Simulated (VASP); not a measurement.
# Si (I4_1/amd) in VASP: a series of runs

Runs on Si. Level: PBE. Tasks: single point.

All numbers are computed with VASP 6.6.1; they aren't measurements. Logs are shortened: lines on timing, memory, paths and dates and some standing lists are left out, and cuts for length are marked.

## Step 1: The cell of the first run

The structure is tetragonal, space group I4_1/amd (No. 141). Conventional cell: a = 3.611 Å, b = 3.611 Å, c = 6.126 Å, α = 90.00°, β = 90.00°, γ = 90.00°. Si (site symmetry -4m2) has 4 Si at 2.37 Å within 3.1 Å.

## Step 2: Single point, PBE (19.97 Å³/atom)

Contents of INCAR:

```
PREC     = Accurate       # precision mode
ENCUT    = 520            # plane-wave cutoff, eV
EDIFF    = 1E-6           # SCF threshold, eV
ISMEAR   = 0              # smearing method
SIGMA    = 0.05           # smearing width, eV
LREAL    = False          # projectors in reciprocal space
LASPH    = True           # aspherical terms in the spheres
NELM     = 60             # most SCF steps
ALGO     = Normal         # electronic algorithm
ISIF     = 2              # what is computed and relaxed
LWAVE    = False          # write WAVECAR
LCHARG   = False          # write CHGCAR
GGA      = PE             # functional
NBANDS   = 11             # bands
```

Contents of KPOINTS:

```
regular mesh
0
Gamma
  10 10 10
```

Contents of POSCAR:

```
Si
1.0
    0.0000000000      2.5531575742      3.0627678260
    2.5531575742      0.0000000000      3.0627678260
    2.5531575742      2.5531575742      0.0000000000
Si
2
Direct
    0.5000000000      0.5000000000      0.5000000000
    0.7500000000      0.7500000000      0.7500000000
```

Potentials or basis: VASP PAW PBE potentials, release 64 (Si).

The run is started by

```bash
$ cat potpaw_PBE.64/Si/POTCAR > POTCAR
$ mpirun -np 1 vasp_std > vasp.out
```

OUTCAR:

```text
PREC = Accurate
   ENCUT = 520
   EDIFF = 1E-6
   ISMEAR = 0
   LREAL = False
   LASPH = True
   NELM = 60
   ISIF = 2
   GGA = PE

 ion  position               nearest neighbor table
   1  0.500  0.500  0.500-   2 2.37   2 2.37   2 2.37   2 2.37
   2  0.750  0.750  0.750-   1 2.37   1 2.37   1 2.37   1 2.37

  LATTYP: Found a body centered tetragonal cell.
 ALAT       =     3.6107100683
 C/A-ratio  =     1.6964905894

  Lattice vectors:

 A1 = (  -2.5531575742,   0.0000000000,   3.0627678260)
 A2 = (   2.5531575742,   0.0000000000,   3.0627678260)
 A3 = (   0.0000000000,   2.5531575742,  -3.0627678260)

Analysis of symmetry for initial positions (statically):
=====================================================================
 Subroutine PRICEL returns:
 Original cell was already a primitive cell.

 Routine SETGRP: Setting up the symmetry group for a
 body centered tetragonal supercell.

 Subroutine GETGRP returns: Found 16 space group operations
 (whereof  8 operations were pure point group operations)
 out of a pool of 16 trial point group operations.

The static configuration has the point symmetry D_2d.
 The point group associated with its full space group is D_4h.

Analysis of symmetry for dynamics (positions and initial velocities):
=====================================================================
 Subroutine PRICEL returns:
 Original cell was already a primitive cell.

 Routine SETGRP: Setting up the symmetry group for a
 body centered tetragonal supercell.

 Subroutine GETGRP returns: Found 16 space group operations
 (whereof  8 operations were pure point group operations)
 out of a pool of 16 trial point group operations.

The dynamic configuration has the point symmetry D_2d.
 The point group associated with its full space group is D_4h.

 Subroutine INISYM returns: Found 16 space group operations
 (whereof  8 operations are pure point group operations),
 and found     1 'primitive' translations

----------------------------------------------------------------------------------------

                                     Primitive cell

  volume of cell :      39.9300

  direct lattice vectors                    reciprocal lattice vectors
     0.000000000  2.553157574  3.062767826    -0.195835935  0.195835935  0.163251029
     2.553157574  0.000000000  3.062767826     0.195835935 -0.195835935  0.163251029
     2.553157574  2.553157574  0.000000000     0.195835935  0.195835935 -0.163251029

  length of vectors
     3.987375121  3.987375121  3.610710068     0.321487675  0.321487675  0.321487675

  position of ions in fractional coordinates (direct lattice)
     0.500000000  0.500000000  0.500000000
     0.750000000  0.750000000  0.750000000

  ion indices of the primitive-cell ions
   primitive index   ion index
                 1           1
                 2           2

----------------------------------------------------------------------------------------

 KPOINTS: regular mesh

Automatic generation of k-mesh.
 Grid dimensions read from file:
 generate k-points for:   10   10   10

 Generating k-lattice:

  Cartesian coordinates                     Fractional coordinates (reciprocal lattice)
    -0.019583593  0.019583593  0.016325103     0.100000000 -0.000000000  0.000000000
     0.019583593 -0.019583593  0.016325103    -0.000000000  0.100000000  0.000000000
     0.019583593  0.019583593 -0.016325103     0.000000000  0.000000000  0.100000000

  Length of vectors
     0.032148768  0.032148768  0.032148768

  Shift w.r.t. Gamma in fractional coordinates (k-lattice)
     0.000000000  0.000000000  0.000000000

 Subroutine IBZKPT returns following result:
 ===========================================

 Found    102 irreducible k-points:

 Following reciprocal coordinates:
            Coordinates               Weight
  0.000000  0.000000  0.000000      1.000000
  0.100000 -0.000000  0.000000      8.000000
  0.200000 -0.000000  0.000000      8.000000
  0.300000 -0.000000  0.000000      8.000000
  0.400000 -0.000000  0.000000      8.000000
  0.500000 -0.000000  0.000000      4.000000
[... 16 lines left out ...]
  0.300000  0.300000  0.000000      2.000000
  0.400000  0.300000  0.000000      8.000000
 [... further k-points ...]
   k-points           NKPTS =    102   k-points in BZ     NKDIM =    102   number of bands    NBANDS=     11
   number of dos      NEDOS =    301   number of ions     NIONS =      2
   total plane-waves  NPLWV =  25200
   dimension x,y,z NGX =    30 NGY =   30 NGZ =   28
   dimension x,y,z NGXF=    60 NGYF=   60 NGZF=   56
   ions per type =               2
   NGX,Y,Z   is equivalent  to a cutoff of  12.51, 12.51, 12.89 a.u.
   NGXF,Y,Z  is equivalent  to a cutoff of  25.02, 25.02, 25.78 a.u.
 SYSTEM =  unknown system
   PREC   = accura    normal or accurate (medium, high low for compatibility)
   ISTART =      0    job   : 0-new  1-cont  2-samecut
   ICHARG =      2    charge: 1-file 2-atom 10-const
[... 35 lines left out ...]
   LEPSILON=     F    determine dielectric tensor
   LRPA    =     F    only Hartree local field effects (RPA)
 non-spin polarized calculation
 Gauss-broadening in eV      SIGMA  =   0.05
  energy-cutoff  :      520.00
  volume of cell :       39.93
 maximum number of plane-waves:      1097
 NGX is ok and might be reduce to    30
   NGX = 15   NGY = 15   NGZ = 13

 number of electron       8.0000000 magnetization

 Free energy of the ion-electron system (eV)
  ---------------------------------------------------
  ext. energy  EPLUGINS =         0.00000000
  ---------------------------------------------------
  free energy    TOTEN  =       -10.52894646 eV

  energy without entropy =      -10.52810882  energy(sigma->0) =      -10.52852764

 E-fermi :   6.2678     XC(G=0):  -9.4645

 val. band max:        6.2505859773   @ k =  -0.2000   0.1000   0.0000
 cond. band min:       6.2747362041   @ k =   0.5000   0.0000   0.4000
 fundamental gap:      0.0241502268
 Fermi energy:         6.2678331211

 k-point     1 :       0.0000    0.0000    0.0000
  band No.  band energies     occupation
      1      -6.0870      2.00000
      2       4.8529      2.00000
      3       6.4472      0.00000
      4       6.4472      0.00000
      5       8.4064      0.00000
      6       8.4064      0.00000
      7       8.5643      0.00000
      8       9.0093      0.00000
      9      12.2097      0.00000
     10      13.8838      0.00000
     11      14.4168      0.00000

 k-point     2 :       0.1000   -0.0000    0.0000
  band No.  band energies     occupation
      1      -5.9535      2.00000
      2       4.3309      2.00000
      3       5.5534      2.00000
      4       6.3003      0.35838
      5       8.1372      0.00000
      6       8.7066      0.00000
      7       9.1258      0.00000
      8       9.7258      0.00000
      9      12.2094      0.00000
     10      14.3777      0.00000
     11      14.8193      0.00000

 k-point     3 :       0.2000   -0.0000    0.0000
  band No.  band energies     occupation
      1      -5.5593      2.00000
      2       2.8246      2.00000
      3       4.7179      2.00000
      4       6.0421      2.00000
      5       7.5169      0.00000
      6       9.3448      0.00000
      7       9.6620      0.00000
      8      10.9579      0.00000
      9      12.9554      0.00000
     10      13.9883      0.00000
     11      15.1650      0.00000

 k-point     4 :       0.3000   -0.0000    0.0000
  band No.  band energies     occupation
      1      -4.9310      2.00000
      2       1.1052      2.00000
      3       4.1982      2.00000
      4       5.8440      2.00000
      5       6.9459      0.00000
      6       9.7574      0.00000
      7       9.8706      0.00000
      8      12.3867      0.00000
      9      13.7828      0.00000
     10      14.0980      0.00000
     11      15.6486      0.00000
[... 239 lines left out ...]
 k-point    22 :      -0.2000    0.2000    0.0000
  band No.  band energies     occupation
      1      -4.5953      2.00000
      2       1.1719      2.00000
      3       2.2946      2.00000
      4       6.0524      2.00000
      5       8.8986      0.00000
      6       9.9097      0.00000
      7       9.9835      0.00000
      8      10.6162      0.00000
      9      12.6465      0.00000
     10      15.7280      0.00000
     11      16.2118      0.00000

 k-point    23 :       0.3000    0.3000    0.0000
  band No.  band energies     occupation
      1      -4.8184      2.00000
      2       0.4544      2.00000
      3       4.5632      2.00000
      4       4.5632      2.00000
      5       7.8049      0.00000
      6       8.6960      0.00000
      7      12.2784      0.00000
      8      12.2784      0.00000
      9      13.6858      0.00000
     10      16.7776      0.00000
     11      17.2277      0.00000

 k-point    24 :       0.4000    0.3000    0.0000
  band No.  band energies     occupation
      1      -4.2807      2.00000
      2      -0.3655      2.00000
      3       3.6583      2.00000
      4       4.4179      2.00000
      5       7.9807      0.00000
      6       9.0239      0.00000
      7      12.3156      0.00000
      8      12.9992      0.00000
      9      15.4464      0.00000
     10      16.9966      0.00000
     11      17.4253      0.00000

 [... further k-points ...]
[... 5 lines left out ...]
  --------------------------------------------------------------------------------------
  -------------------------------------------------------------------------------------
  Total        2.0764063      2.0764063     -3.3237694      0.0000000     -0.0000000      0.0000000
  in kB       83.3150799     83.3150799   -133.3650879      0.0000000     -0.0000000      0.0000000
  external PRESSURE =      11.0883573 kB  Pullay stress =       0.0000000 kB

 VOLUME and BASIS-vectors are now :
 -----------------------------------------------------------------------------
  energy-cutoff  :      520.00
  volume of cell :       39.93
      direct lattice vectors                 reciprocal lattice vectors
     0.000000000  2.553157574  3.062767826    -0.195835935  0.195835935  0.163251029
     2.553157574  0.000000000  3.062767826     0.195835935 -0.195835935  0.163251029
     2.553157574  2.553157574  0.000000000     0.195835935  0.195835935 -0.163251029

 POSITION                                       TOTAL-FORCE (eV/Angst)
 -----------------------------------------------------------------------------------
      2.55316      2.55316      3.06277        -0.000000     -0.000000      0.000000
      3.82974      3.82974      4.59415         0.000000      0.000000     -0.000000
 -----------------------------------------------------------------------------------
    total drift:                               -0.000000     -0.000000     -0.000000

  FREE ENERGIE OF THE ION-ELECTRON SYSTEM (eV)
  ---------------------------------------------------
  free  energy   TOTEN  =       -10.5289464601 eV

  energy  without entropy=      -10.5281088178  energy(sigma->0) =      -10.52852764
```

Wall time 49 s (1 thread of Intel Xeon 8259CL, shared host); peak memory 0.18 GiB.

What came out:

| Quantity | Value |
| --- | --- |
| Free energy | -10.5289 eV |
| Pressure | 1.1 GPa |
| Band gap on the k mesh | zero (bands 4 and 5 overlap by 0.45 eV) |

Stress tensor (GPa, compression positive):
```
  8.33   0.00   0.00
  0.00   8.33   0.00
  0.00   0.00 -13.34
```

Caveat: semilocal functionals underestimate gaps, so a narrow gap can read as zero.

## Step 3: Single point, PBE (19.96 Å³/atom)

Contents of INCAR:

```
PREC = Accurate
ENCUT = 520
EDIFF = 1E-7
ISMEAR = 0
SIGMA = 0.05
LREAL = F
LASPH = T
NELM = 80
ALGO = Normal
ISIF = 2
LWAVE = F
LCHARG = F
GGA = PE
NBANDS = 11
```

KPOINTS is that of step 2.

Contents of POSCAR:

```
Si
1.0
    0.0000000000      2.5843392665      2.9893052296
    2.5843392665      0.0000000000      2.9893052296
    2.5843392665      2.5843392665      0.0000000000
Si
2
Direct
    0.5000000000      0.5000000000      0.5000000000
    0.7500000000      0.7500000000      0.7500000000
```

Potentials or basis: VASP PAW PBE potentials, release 64 (Si).

The run is started by

```bash
$ cat potpaw_PBE.64/Si/POTCAR > POTCAR
$ mpirun -np 1 vasp_std > vasp.out
```

Wall time 48 s (1 thread of Intel Xeon 8259CL, shared host); peak memory 0.18 GiB.

Results (log left out):

- Free energy: -10.6467 eV
- Pressure: 1.5 GPa
- Band gap on the k mesh: zero (bands 4 and 5 overlap by 0.24 eV)

Stress tensor (GPa, compression positive):
```
 7.24  0.00  0.00
 0.00  7.24  0.00
 0.00  0.00 -9.84
```

Levels at points of the mesh, in eV from the Fermi level:
```csv
k point,band 1,band 2,band 3,band 4,band 5,band 6,band 7,band 8,band 9
"(0.00, 0.00, 0.00)",-12.32,-1.14,0.08,0.08,2.15,2.15,2.62,2.65,6.15
"(0.50, 0.00, 0.00)",-9.95,-7.32,-2.27,-0.75,0.50,3.25,3.59,7.57,9.61
"(0.50, 0.50, 0.00)",-8.73,-8.73,-2.40,-2.40,1.17,1.17,9.78,9.78,10.17
"(0.50, 0.00, 0.50)",-7.85,-7.85,-3.50,-3.50,0.02,0.02,8.25,8.25,10.34
```

Caveat: semilocal functionals underestimate gaps, so a narrow gap can read as zero.

## Step 4: Single point, PBE (19.97 Å³/atom)

Contents of INCAR:

```
SYSTEM = Si
PREC = Accurate
ENCUT = 520
EDIFF = 1E-7
ISMEAR = 0
SIGMA = 0.05
LREAL = .FALSE.
LASPH = .TRUE.
NELM = 60
ALGO = Normal
ISIF = 2
LWAVE = .FALSE.
LCHARG = .FALSE.
GGA = PE
NBANDS = 11
```

Contents of KPOINTS:

```
regular mesh
0
G
  10 10 10
  0 0 0
```

Contents of POSCAR:

```
Si
1.0
    0.0000000000      2.8477472358      2.4618774853
    2.8477472358      0.0000000000      2.4618774853
    2.8477472358      2.8477472358      0.0000000000
Si
2
Direct
    0.5000000000      0.5000000000      0.5000000000
    0.7500000000      0.7500000000      0.7500000000
```

The run is started by

```bash
$ cat potpaw_PBE.64/Si/POTCAR > POTCAR
$ mpirun -np 1 vasp_std > vasp.out
```

It took 53 s on 1 thread of Intel Xeon 8259CL, shared host; peak memory 0.17 GiB.

Results (log left out):

* Free energy: -10.7056 eV
* Pressure: 1.3 GPa
* Band gap on the k mesh: zero (bands 4 and 5 overlap by 0.88 eV)

Stress tensor (GPa, compression positive):
```
-1.94  0.00  0.00
 0.00 -1.94  0.00
 0.00  0.00  7.70
```

Levels at points of the mesh, in eV from the Fermi level:
| k point | band 1 | band 2 | band 3 | band 4 | band 5 | band 6 | band 7 | band 8 |
| --- | --- | --- | --- | --- | --- | --- | --- | --- |
| (0.00, 0.00, 0.00) | -12.05 | -0.35 | -0.35 | 0.52 | 2.23 | 2.79 | 2.79 | 3.11 |
| (0.50, 0.00, 0.00) | -9.68 | -7.04 | -1.87 | -0.68 | 0.97 | 2.74 | 4.41 | 7.93 |
| (0.50, 0.50, 0.00) | -7.32 | -7.32 | -3.61 | -3.61 | -0.08 | -0.08 | 9.84 | 9.84 |
| (0.50, 0.00, 0.50) | -8.16 | -8.16 | -2.48 | -2.48 | 1.08 | 1.08 | 8.66 | 8.66 |

## Step 5: Single point, PBE (19.96 Å³/atom)

Contents of INCAR:

```
SYSTEM = Si
  ALGO = Normal
  EDIFF = 1E-6
  ENCUT = 520
  GGA = PE
  ISIF = 2
  ISMEAR = 0
  LASPH = .True.
  LCHARG = .False.
  LREAL = .False.
  LWAVE = .False.
  NBANDS = 11
  NELM = 80
  PREC = Accurate
  SIGMA = 0.05
```

Contents of KPOINTS:

```
k-points
0
Gamma
  10 10 10
  0 0 0
```

Contents of POSCAR:

```
Si
1.0
    0.0000000000      2.6478068412      2.8477162578
    2.6478068412      0.0000000000      2.8477162578
    2.6478068412      2.6478068412      0.0000000000
Si
2
Direct
    0.5000000000      0.5000000000      0.5000000000
    0.7500000000      0.7500000000      0.7500000000
```

The run is started by

```bash
$ cat potpaw_PBE.64/Si/POTCAR > POTCAR
$ mpirun -np 1 vasp_std > vasp.out
```

Wall time 48 s (1 thread of Intel Xeon 8259CL, shared host); peak memory 0.17 GiB.

Results (log left out):

```
Free energy            : -10.7967 eV
Pressure               : 2.1 GPa
Band gap on the k mesh : 0.18 eV (least direct gap 2.17 eV)
```

Stress tensor (GPa, compression positive):
```
 4.69  0.00  0.00
 0.00  4.69  0.00
 0.00  0.00 -3.21
```

Levels at points of the mesh, in eV from the valence-band top:
| k point | band 1 | band 2 | band 3 | band 4 | band 5 | band 6 | band 7 | band 8 | band 9 |
| --- | --- | --- | --- | --- | --- | --- | --- | --- | --- |
| (0.00, 0.00, 0.00) | -12.17 | -0.56 | 0.00 | 0.00 | 2.31 | 2.31 | 2.57 | 3.12 | 6.85 |
| (0.50, 0.00, 0.00) | -9.82 | -7.17 | -1.75 | -1.02 | 1.15 | 3.10 | 3.44 | 7.59 | 10.01 |
| (0.50, 0.50, 0.00) | -8.30 | -8.30 | -2.66 | -2.66 | 0.91 | 0.91 | 9.99 | 9.99 | 10.58 |
| (0.50, 0.00, 0.50) | -7.86 | -7.86 | -3.21 | -3.21 | 0.33 | 0.33 | 9.32 | 9.32 | 11.45 |

A k mesh can miss the band edges.

## Step 6: Single point, PBE (21.44 Å³/atom)

This run uses another cell than the first one, of 21.44 Å³/atom.

Contents of INCAR:

```
  ALGO = Normal
  EDIFF = 1E-6
  ENCUT = 520
  GGA = PE
  ISIF = 2
  ISMEAR = 0
  LASPH = T
  LCHARG = F
  LREAL = F
  LWAVE = F
  NBANDS = 11
  NELM = 80
  PREC = Accurate
  SIGMA = 0.05
```

Contents of KPOINTS:

```
k-points
0
Gamma
  10 10 10
```

Contents of POSCAR:

```
Si
1.0
    0.0000000000      2.8118406165      2.7114579065
    2.8118406165      0.0000000000      2.7114579065
    2.8118406165      2.8118406165      0.0000000000
Si
2
Direct
    0.5000000000      0.5000000000      0.5000000000
    0.7500000000      0.7500000000      0.7500000000
```

Potentials or basis: VASP PAW PBE potentials, release 64 (Si).

The run is started by

```bash
$ cat potpaw_PBE.64/Si/POTCAR > POTCAR
$ mpirun -np 1 vasp_std > vasp.out
```

Wall time 65 s (1 thread of Intel Xeon 8259CL, shared host); peak memory 0.18 GiB.

Results (log left out):

```
Free energy            : -10.8138 eV
Pressure               : -3.8 GPa
Band gap on the k mesh : 0.33 eV (least direct gap 2.24 eV)
```

Stress tensor (GPa, compression positive):
```
-4.93  0.00  0.00
 0.00 -4.93  0.00
 0.00  0.00 -1.65
```

Levels at points of the mesh, in eV from the valence-band top:
| k point | band 1 | band 2 | band 3 | band 4 | band 5 | band 6 | band 7 | band 8 |
| --- | --- | --- | --- | --- | --- | --- | --- | --- |
| (0.00, 0.00, 0.00) | -11.66 | -0.24 | -0.24 | 0.00 | 2.29 | 2.43 | 2.43 | 2.43 |
| (0.50, 0.00, 0.00) | -9.50 | -6.82 | -1.45 | -1.14 | 1.10 | 3.08 | 3.37 | 7.49 |
| (0.50, 0.50, 0.00) | -7.63 | -7.63 | -3.00 | -3.00 | 0.50 | 0.50 | 9.35 | 9.35 |
| (0.50, 0.00, 0.50) | -7.82 | -7.82 | -2.74 | -2.74 | 0.77 | 0.77 | 9.24 | 9.24 |

Caveat: the cell stands under tension. A k mesh can miss the band edges.

## Step 7: The runs side by side

| cell | gap on the mesh (eV) | pressure (GPa) |
| --- | --- | --- |
| a = 3.987, b = 3.987, c = 3.611 Å, angles 63.1, 63.1, 53.8°, 2 atoms | none | 1.1 |
| a = 3.952, b = 3.952, c = 3.655 Å, angles 62.5, 62.5, 55.1°, 2 atoms | none | 1.5 |
| a = 3.764, b = 3.764, c = 4.027 Å, angles 57.7, 57.7, 64.7°, 2 atoms | none | 1.3 |
| a = 3.888, b = 3.888, c = 3.745 Å, angles 61.2, 61.2, 57.6°, 2 atoms | 0.18 | 2.1 |
| a = 3.906, b = 3.906, c = 3.977 Å, angles 59.4, 59.4, 61.2°, 2 atoms | 0.33 | -3.8 |

Alike in all rows: task single point; level PBE; potentials or basis VASP PAW PBE potentials, release 64 (Si); no spin polarisation; k mesh 10 × 10 × 10; cutoff (eV) 520; smearing gaussian 0.05 eV.

Caveats: semilocal functionals underestimate gaps, so a narrow gap can read as zero (at least some runs); the cell stands under tension (at least some runs).

Absolute energies hang on the potentials; compare differences alone.
